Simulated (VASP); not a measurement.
# GaSb (Immm) in VASP: settings compared

The runs below take GaSb through single point, with PBE, LDA.

All numbers are computed with VASP 6.6.1; they aren't measurements. Logs are shortened: lines on timing, memory, paths and dates and some standing lists are left out, and cuts for length are marked.

**1. The cell of the first run**

It takes space group Immm (No. 71, orthorhombic). The conventional cell has a = 3.112 Å, b = 5.350 Å, c = 5.787 Å, α = 90.00°, β = 90.00°, γ = 90.00°. Within 3.8 Å of Sb (site symmetry mmm) lie 6 Ga at 2.89 to 3.09 Å and 2 Sb at 3.11 Å. Within 3.8 Å of Ga (site symmetry mmm) lie 6 Sb at 2.89 to 3.09 Å and 2 Ga at 3.11 Å.

**2. Single point, PBE**

Contents of INCAR:

```
SYSTEM = GaSb
PREC     = Accurate       ! precision mode
ENCUT    = 520            ! plane-wave cutoff, eV
EDIFF    = 1E-6           ! SCF threshold, eV
ISMEAR   = 0              ! smearing method
SIGMA    = 0.01           ! smearing width, eV
LREAL    = .FALSE.        ! projectors in reciprocal space
LASPH    = .TRUE.         ! aspherical terms in the spheres
NELM     = 60             ! most SCF steps
ALGO     = Normal         ! electronic algorithm
ISIF     = 2              ! what is computed and relaxed
LWAVE    = .FALSE.        ! write WAVECAR
LCHARG   = .FALSE.        ! write CHGCAR
GGA      = PE             ! functional
NBANDS   = 16             ! bands
```

Contents of KPOINTS:

```
regular mesh
0
G
  8 8 8
  0 0 0
```

Contents of POSCAR:

```
GaSb
1.0
   -1.5559010000      2.6750030000      2.8933130000
    1.5559010000     -2.6750030000      2.8933130000
    1.5559010000      2.6750030000     -2.8933130000
Sb Ga
1 1
Direct
    0.5000000000      0.5000000000      0.0000000000
    0.0000000000      0.0000000000      0.0000000000
```

Potentials or basis: VASP PAW PBE potentials, release 64 (Sb, Ga_d).

Started as:

```console
> cat potpaw_PBE.64/Sb/POTCAR potpaw_PBE.64/Ga_d/POTCAR > POTCAR
> mpirun -np 1 vasp_std > vasp.out
```

OUTCAR:

```text
SYSTEM = GaSb
   PREC = Accurate
   ENCUT = 520
   EDIFF = 1E-6
   ISMEAR = 0
   LREAL = .FALSE.
   LASPH = .TRUE.
   NELM = 60
   ISIF = 2
   GGA = PE

 ion  position               nearest neighbor table
   1  0.500  0.500  0.000-   2 2.89   2 2.89   2 3.09   2 3.09   2 3.09   2 3.09
   2  0.000  0.000  0.000-   1 2.89   1 2.89   1 3.09   1 3.09   1 3.09   1 3.09

  LATTYP: Found a body centered orthorhombic cell.
 ALAT       =     3.1118020000
 B/A-ratio  =     1.7192629865
 C/A-ratio  =     1.8595739703

  Lattice vectors:

 A1 = (  -1.5559010000,   2.6750030000,   2.8933130000)
 A2 = (   1.5559010000,  -2.6750030000,   2.8933130000)
 A3 = (   1.5559010000,   2.6750030000,  -2.8933130000)

Analysis of symmetry for initial positions (statically):
=====================================================================
 Subroutine PRICEL returns:
 Original cell was already a primitive cell.

 Routine SETGRP: Setting up the symmetry group for a
 body centered orthorhombic supercell.

 Subroutine GETGRP returns: Found  8 space group operations
 (whereof  8 operations were pure point group operations)
 out of a pool of  8 trial point group operations.

The static configuration has the point symmetry D_2h.

Analysis of symmetry for dynamics (positions and initial velocities):
=====================================================================
 Subroutine PRICEL returns:
 Original cell was already a primitive cell.

 Routine SETGRP: Setting up the symmetry group for a
 body centered orthorhombic supercell.

 Subroutine GETGRP returns: Found  8 space group operations
 (whereof  8 operations were pure point group operations)
 out of a pool of  8 trial point group operations.

The dynamic configuration has the point symmetry D_2h.

 Subroutine INISYM returns: Found  8 space group operations
 (whereof  8 operations are pure point group operations),
 and found     1 'primitive' translations

----------------------------------------------------------------------------------------

                                     Primitive cell

  volume of cell :      48.1683

  direct lattice vectors                    reciprocal lattice vectors
    -1.555901000  2.675003000  2.893313000     0.000000000  0.186915678  0.172812274
     1.555901000 -2.675003000  2.893313000     0.321357207  0.000000000  0.172812274
     1.555901000  2.675003000 -2.893313000     0.321357207  0.186915678  0.000000000

  length of vectors
     4.236476022  4.236476022  4.236476022     0.254561491  0.364876057  0.371763265

  position of ions in fractional coordinates (direct lattice)
     0.500000000  0.500000000  0.000000000
     0.000000000  0.000000000  0.000000000

  ion indices of the primitive-cell ions
   primitive index   ion index
                 1           1
                 2           2

----------------------------------------------------------------------------------------

 KPOINTS: regular mesh

Automatic generation of k-mesh.
 Grid dimensions read from file:
 generate k-points for:    8    8    8

 Generating k-lattice:

  Cartesian coordinates                     Fractional coordinates (reciprocal lattice)
     0.000000000  0.023364460  0.021601534     0.125000000  0.000000000  0.000000000
     0.040169651  0.000000000  0.021601534     0.000000000  0.125000000  0.000000000
     0.040169651  0.023364460  0.000000000     0.000000000  0.000000000  0.125000000

  Length of vectors
     0.031820186  0.045609507  0.046470408

  Shift w.r.t. Gamma in fractional coordinates (k-lattice)
     0.000000000  0.000000000  0.000000000

 Subroutine IBZKPT returns following result:
 ===========================================

 Found     95 irreducible k-points:

 Following reciprocal coordinates:
            Coordinates               Weight
  0.000000  0.000000  0.000000      1.000000
  0.125000  0.000000 -0.000000      4.000000
  0.250000  0.000000 -0.000000      4.000000
  0.375000  0.000000 -0.000000      4.000000
  0.500000  0.000000 -0.000000      2.000000
  0.000000  0.125000  0.000000      4.000000
[... 16 lines left out ...]
  0.125000  0.375000  0.000000      8.000000
  0.250000  0.375000 -0.000000      8.000000
 [... further k-points ...]
   k-points           NKPTS =     95   k-points in BZ     NKDIM =     95   number of bands    NBANDS=     16
   number of dos      NEDOS =    301   number of ions     NIONS =      2
   total plane-waves  NPLWV =  32768
   dimension x,y,z NGX =    32 NGY =   32 NGZ =   32
   dimension x,y,z NGXF=    64 NGYF=   64 NGZF=   64
   ions per type =               1   1
   NGX,Y,Z   is equivalent  to a cutoff of  12.56, 12.56, 12.56 a.u.
   NGXF,Y,Z  is equivalent  to a cutoff of  25.11, 25.11, 25.11 a.u.
 SYSTEM =  GaSb
   PREC   = accura    normal or accurate (medium, high low for compatibility)
   ISTART =      0    job   : 0-new  1-cont  2-samecut
   ICHARG =      2    charge: 1-file 2-atom 10-const
   ISPIN  =      1    spin polarized calculation?
   LNONCOLLINEAR =      F non collinear calculations
   LSORBIT =      F    spin-orbit coupling
   LASPH  =      T    aspherical Exc in radial PAW
   ENCUT  =  520.0 eV  38.22 Ry    6.18 a.u.   7.88  7.88  7.88*2*pi/ulx,y,z
   NELM   =     60;   NELMIN=  2; NELMDL= -5     # of ELM steps
   EDIFF  = 0.1E-05   stopping-criterion for ELM
   LREAL  =      F    real-space projection
   EDIFFG = 0.1E-04   stopping-criterion for IOM
   NSW    =      0    number of steps for IOM
   IBRION =     -1    ionic relax: 0-MD 1-quasi-New 2-CG
   NFREE  =      0    steps in history (QN), initial steepest desc. (CG)
   ISIF   =      2    stress and relaxation
   ISYM   =      2    0-nonsym 1-usesym 2-fastsym
   POTIM  = 0.5000    time-step for ionic-motion
   TEBEG  =    0.0;   TEEND  =   0.0 temperature during run
   PSTRESS=    0.0 pullay stress
   NELECT =      18.0000    total number of electrons
   NUPDOWN=      -1.0000    fix difference up-down
   EMIN   =  10.00;   EMAX   =-10.00  energy-range for DOS
   EFERMI =   0.00;   METHOD = LEGACY
   ISMEAR =     0;   SIGMA  =   0.01  broadening in eV -4-tet -1-fermi 0-gaus
   EFERMI_NEDOS =   21; number of points for ismear=-14 and -15
   IALGO  =     38    algorithm
   IMIX   =      4    mixing-type and parameters
     AMIX     =   0.40;   BMIX     =  1.00
     AMIX_MAG =   1.60;   BMIX_MAG =  1.00
  volume/ion in A,a.u.               =      24.08       162.53
  Fermi-wavevector in a.u.,A,eV,Ry     =   1.179176  2.228319 18.918287  1.390455
  Thomas-Fermi vector in A             =   2.315491
   LORBIT       =      0    0 simple, 1 ext, 2 COOP (PROOUT), +10 PAW based schemes
   GGA     = PE    functional components
   LHFCALC =     F    Hartree Fock is set to
   AEXX    =    0.0000 exact exchange contribution
   IVDW    =     0    specifies the selected vdW correction
   LEPSILON=     F    determine dielectric tensor
   LRPA    =     F    only Hartree local field effects (RPA)
 non-spin polarized calculation
 Gauss-broadening in eV      SIGMA  =   0.01
  energy-cutoff  :      520.00
  volume of cell :       48.17
 maximum number of plane-waves:      1318
   NGX = 15   NGY = 15   NGZ = 15

 number of electron      17.9999989 magnetization

 Free energy of the ion-electron system (eV)
  ---------------------------------------------------
  ext. energy  EPLUGINS =         0.00000000
  ---------------------------------------------------
  free energy    TOTEN  =        -6.97660952 eV

  energy without entropy =       -6.97649311  energy(sigma->0) =       -6.97655132

 E-fermi :   6.5006     XC(G=0): -10.2515

 val. band max:        6.4550642783   @ k =   0.3750   0.1250   0.1250
 cond. band min:       6.5021387790   @ k =  -0.2500  -0.2500   0.1250
 fundamental gap:      0.0470745007
 Fermi energy:         6.5006187908

 k-point     1 :       0.0000    0.0000    0.0000
  band No.  band energies     occupation
      1      -8.3752      2.00000
      2      -8.2846      2.00000
      3      -8.2820      2.00000
      4      -8.2624      2.00000
      5      -8.2339      2.00000
      6      -5.3845      2.00000
[... 8 lines left out ...]
     15      15.6657      0.00000
     16      16.8877      0.00000

 k-point     2 :       0.1250    0.0000   -0.0000
  band No.  band energies     occupation
      1      -8.3744      2.00000
      2      -8.2874      2.00000
      3      -8.2802      2.00000
      4      -8.2623      2.00000
      5      -8.2336      2.00000
      6      -5.2526      2.00000
[... 8 lines left out ...]
     15      16.2965      0.00000
     16      17.0572      0.00000

 k-point     3 :       0.2500    0.0000   -0.0000
  band No.  band energies     occupation
      1      -8.3727      2.00000
      2      -8.2941      2.00000
      3      -8.2761      2.00000
      4      -8.2622      2.00000
      5      -8.2328      2.00000
      6      -4.8722      2.00000
[... 8 lines left out ...]
     15      15.8692      0.00000
     16      16.9318      0.00000

 k-point     4 :       0.3750    0.0000   -0.0000
  band No.  band energies     occupation
      1      -8.3713      2.00000
      2      -8.3008      2.00000
      3      -8.2719      2.00000
      4      -8.2622      2.00000
      5      -8.2319      2.00000
      6      -4.3278      2.00000
[... 8 lines left out ...]
     15      15.7117      0.00000
     16      16.4655      0.00000
[... 324 lines left out ...]
 k-point    22 :       0.0000    0.3750   -0.0000
  band No.  band energies     occupation
      1      -8.3279      2.00000
      2      -8.2943      2.00000
      3      -8.2882      2.00000
      4      -8.2614      2.00000
      5      -8.2402      2.00000
      6      -2.7441      2.00000
[... 8 lines left out ...]
     15      14.1978      0.00000
     16      18.6473      0.00000

 k-point    23 :       0.1250    0.3750    0.0000
  band No.  band energies     occupation
      1      -8.3287      2.00000
      2      -8.2971      2.00000
      3      -8.2886      2.00000
      4      -8.2596      2.00000
      5      -8.2392      2.00000
      6      -2.3352      2.00000
[... 8 lines left out ...]
     15      16.3150      0.00000
     16      16.6937      0.00000

 k-point    24 :       0.2500    0.3750   -0.0000
  band No.  band energies     occupation
      1      -8.3310      2.00000
      2      -8.2976      2.00000
      3      -8.2882      2.00000
      4      -8.2586      2.00000
      5      -8.2391      2.00000
      6      -1.8941      2.00000
[... 8 lines left out ...]
     15      15.7798      0.00000
     16      16.8072      0.00000

 [... further k-points ...]
[... 5 lines left out ...]
  --------------------------------------------------------------------------------------
  -------------------------------------------------------------------------------------
  Total        0.6930015     -0.2382635     -0.6430134     -0.0000000      0.0000000      0.0000000
  in kB       23.0506463     -7.9251303    -21.3879408     -0.0000000      0.0000000      0.0000000
  external PRESSURE =      -2.0874750 kB  Pullay stress =       0.0000000 kB

 VOLUME and BASIS-vectors are now :
 -----------------------------------------------------------------------------
  energy-cutoff  :      520.00
  volume of cell :       48.17
      direct lattice vectors                 reciprocal lattice vectors
    -1.555901000  2.675003000  2.893313000     0.000000000  0.186915678  0.172812274
     1.555901000 -2.675003000  2.893313000     0.321357207  0.000000000  0.172812274
     1.555901000  2.675003000 -2.893313000     0.321357207  0.186915678  0.000000000

 POSITION                                       TOTAL-FORCE (eV/Angst)
 -----------------------------------------------------------------------------------
      0.00000      0.00000      2.89331        -0.000000     -0.000000     -0.000000
      0.00000      0.00000      0.00000         0.000000      0.000000      0.000000
 -----------------------------------------------------------------------------------
    total drift:                               -0.000000     -0.000000     -0.000000

  FREE ENERGIE OF THE ION-ELECTRON SYSTEM (eV)
  ---------------------------------------------------
  free  energy   TOTEN  =        -6.9766095192 eV

  energy  without entropy=       -6.9764931146  energy(sigma->0) =       -6.97655132
```

Wall time 20 s (1 thread of Intel Xeon 6975P-C (Granite Rapids), shared host); peak memory 0.22 GiB.

Results:

- Free energy: -6.9766 eV
- Pressure: -0.2 GPa
- Band gap on the k mesh: zero (band 9 reaches 8.43 eV, above the bottom of band 10 at 4.18 eV)

Caveat: spin-orbit coupling is left out, which moves the levels of the heavy elements.

**3. Single point, PBE**

Contents of INCAR:

```
SYSTEM = GaSb
  PREC = Accurate
  ENCUT = 520
  EDIFF = 1E-7
  ISMEAR = 0
  SIGMA = 0.005
  LREAL = .False.
  LASPH = .True.
  NELM = 80
  ALGO = Normal
  ISIF = 2
  LWAVE = .False.
  LCHARG = .False.
  GGA = PE
  NBANDS = 16
```

Contents of KPOINTS:

```
Automatic mesh
0
Gamma
  8 8 8
  0 0 0
```

POSCAR is that of step 2.

Potentials or basis: VASP PAW PBE potentials, release 64 (Sb, Ga_d).

Started as:

```console
> cat potpaw_PBE.64/Sb/POTCAR potpaw_PBE.64/Ga_d/POTCAR > POTCAR
> mpirun -np 1 vasp_std > vasp.out
```

Wall time 24 s (1 thread of Intel Xeon 6975P-C (Granite Rapids), shared host); peak memory 0.22 GiB.

It converged, with:

* Free energy: -6.9766 eV
* Pressure: -0.2 GPa
* Band gap on the k mesh: zero (band 9 reaches 8.43 eV, above the bottom of band 10 at 4.18 eV)

Stress tensor (GPa, compression positive):
```
 2.24  0.00  0.00
 0.00 -0.81  0.00
 0.00  0.00 -2.09
```

Levels at points of the mesh, in eV from the Fermi level:
| k point | band 5 | band 6 | band 7 | band 8 | band 9 | band 10 | band 11 | band 12 | band 13 | band 14 |
| --- | --- | --- | --- | --- | --- | --- | --- | --- | --- | --- |
| (0.00, 0.00, 0.00) | -14.73 | -11.89 | -3.16 | -2.08 | -1.66 | 3.43 | 5.43 | 6.19 | 7.60 | 8.15 |
| (0.50, 0.00, 0.00) | -14.73 | -10.49 | -7.97 | -0.16 | 1.52 | 2.10 | 2.63 | 4.88 | 7.09 | 8.86 |
| (0.00, 0.50, 0.00) | -14.72 | -7.98 | -5.95 | -1.96 | -0.41 | -0.21 | 1.16 | 2.91 | 3.75 | 8.93 |
| (0.50, 0.50, 0.00) | -14.72 | -7.95 | -4.96 | -2.94 | -2.00 | -1.67 | 3.36 | 3.91 | 6.54 | 7.40 |
| (0.50, 0.50, 0.50) | -14.73 | -9.46 | -5.88 | -5.03 | -4.73 | 3.35 | 7.15 | 9.64 | 10.33 | 10.35 |

Caveat: spin-orbit coupling is left out, which moves the levels of the heavy elements.

[end of part 1 of 2]
